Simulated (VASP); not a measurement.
The system is Lu2ScN3.

```xyz
6
Lattice="4.1508 0.0000 0.0000 -2.0754 3.5947 0.0000 0.0000 0.0000 7.9069" Properties=species:S:1:pos:R:3 pbc="T T T"
Lu    2.0754    1.1982    6.4833
Lu    2.0754    1.1982    1.4237
Sc    0.0000    0.0000    0.0000
N     0.0000    0.0000    1.7195
N     0.0000    0.0000    6.1875
N     0.0000    0.0000    3.9535
```

The cell was generated, and may not be a known phase.

* Program: VASP 6.6.1
* Task: relaxation of cell and atoms
* Functional: PBE
* Potentials or basis: VASP PAW PBE potentials, release 64 (Lu, Sc_sv, N)
* Cutoff: 600 eV
* k mesh: 6 × 6 × 2
* Occupations: gaussian, width 0.1 eV
* Spin: no spin polarisation

At the start: pressure 14.0 GPa; volume 19.66 Å³/atom.

Question: Where does the relaxation end?

Answer: Over 20 steps the energy falls by 2127.8 meV/atom and the volume is 15.76 Å³/atom (-19.9 %); space group P-6m2 (No. 187, to 0.1 Å) before and after.

The path:
```tsv
step	energy change (eV)	largest force (eV/Å)	pressure (GPa)	volume (Å³)
1	0.0000	7.7517	14.02	117.98
2	-4.1263	2.5583	-15.13	147.83
3	-4.8348	3.3236	-11.44	137.61
4	-4.8651	3.4611	-10.84	136.28
5	-4.8698	3.6700	-9.59	134.46
6	-7.2991	3.7609	-4.23	116.67
7	-8.9178	5.4622	18.31	92.47
8	-10.0206	5.1375	17.52	90.92
9	-11.8584	0.8152	17.04	86.38
10	-12.2279	0.6362	9.17	90.34
11	-12.4459	0.9070	-0.05	96.36
12	-12.4488	0.9298	-1.06	97.16
13	-12.4907	1.0047	-1.24	97.10
14	-12.6166	1.0800	-1.60	96.93
15	-12.7387	0.3304	-2.66	96.48
16	-12.7561	0.2873	1.16	93.57
17	-12.7638	0.1266	-0.12	94.59
18	-12.7638	0.1232	-0.34	94.64
19	-12.7662	0.0484	-0.10	94.59
20	-12.7666	0.0087	0.02	94.55
```

Final structure:
```yaml
crystal:
  lattice:
    - [3.45687, 0.00000, 0.00000]
    - [-1.72843, 2.99374, 0.00000]
    - [0.00000, 0.00000, 9.13661]
  atoms:
    - { symbol: Lu, position: [0.66667, 0.33333, 0.66741] }
    - { symbol: Lu, position: [0.66667, 0.33333, 0.33259] }
    - { symbol: Sc, position: [0.00000, 0.00000, 0.00000] }
    - { symbol: N, position: [0.00000, 0.00000, 0.21845] }
    - { symbol: N, position: [0.00000, 0.00000, 0.78155] }
    - { symbol: N, position: [0.00000, 0.00000, 0.50000] }
```

Caveat: the k points lie up to 0.35 Å⁻¹ apart in the final cell, too coarse for converged energies and pressures of a metal; the volume moved by over 15 % at a fixed basis, so the end points are rough.
